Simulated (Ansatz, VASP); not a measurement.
**Two plane-wave programs on Si2W3**

```
Si W
1.0
     3.16295    0.00000    0.00000
     0.00000    3.16295    0.00000
     0.00000    0.00000    9.07090
Si W
2 3
Direct
  0.50000 0.00000 0.00000
  0.00000 0.50000 0.00000
  0.00000 0.00000 0.22722
  0.00000 0.00000 0.77278
  0.00000 0.00000 0.50000
```

Alike in both runs: functional PBE; k mesh 12 × 12 × 4; occupations gaussian, width 0.1 eV; no spin polarisation.

Ansatz relaxed the structure, and its values are those at the end. VASP's run is a single point on that final structure, the one shown.

|  | VASP | Ansatz |
| --- | --- | --- |
| version | VASP 6.6.1 | Ansatz 0.2.0 |
| potentials or method | VASP PAW PBE potentials, release 64 (Si, W_sv), cutoff 520 eV | scalar-relativistic, plane waves, PAW |
| valence electrons in the cell | 50 | 50 |

```csv
,VASP,Ansatz,Ansatz less VASP
gap on the k mesh at the Fermi level (eV),none,none,-
pressure (GPa),0.2,0.0,-0.21
rms of the force components (eV/Å),0.025,0.000,-0.0253
```

A gap of «none» marks a metal or a gap that the smearing closes.

Spin-orbit coupling is off throughout.
